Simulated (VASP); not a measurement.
**NaCl: single point with BLYP+D4**

NaCl:

```
CELL_PARAMETERS angstrom
0.00000 2.82137 2.82137
2.82137 0.00000 2.82137
2.82137 2.82137 0.00000
ATOMIC_POSITIONS crystal
Cl 0.50000 0.50000 0.50000
Na 0.00000 0.00000 0.00000
```

- Program: VASP 6.6.1
- Task: single point
- Functional: BLYP
- Dispersion: D4
- Potentials or basis: VASP PAW PBE potentials, release 64 (Cl, Na_pv)
- Cutoff: 500 eV
- k mesh: 8 × 8 × 8
- Occupations: fermi-dirac, width 0.05 eV
- Spin: no spin polarisation
- Dipole correction: no
- Further INCAR settings: ALGO = Normal; EDIFF = 1e-06; NBANDS = 14

```yaml
Pressure: -0.1 GPa
Band_gap_on_the_k_mesh: 5.15 eV, direct
Dispersion_energy_per_atom: -0.177 eV
```

Levels at points of the mesh, in eV from the valence-band top:
| k point | band 3 | band 4 | band 5 | band 6 | band 7 | band 8 | band 9 | band 10 | band 11 | band 12 |
| --- | --- | --- | --- | --- | --- | --- | --- | --- | --- | --- |
| (0.00, 0.00, 0.00) | -21.09 | -12.63 | 0.00 | 0.00 | 0.00 | 5.15 | 11.14 | 11.14 | 11.14 | 13.24 |
| (0.50, 0.00, 0.00) | -21.09 | -12.29 | -1.91 | -0.26 | -0.26 | 7.37 | 10.63 | 10.95 | 10.95 | 15.04 |
| (0.50, 0.50, 0.00) | -21.10 | -12.25 | -1.63 | -0.59 | -0.59 | 7.47 | 8.20 | 11.43 | 14.74 | 14.74 |

Run time: 20 s on 1 thread of Intel Xeon 6975P-C (shared host), peak memory 0.16 GiB.

Caveat: the PAW data sets were made with another functional, which shifts forces and pressure a little. A k mesh can miss the band edges.
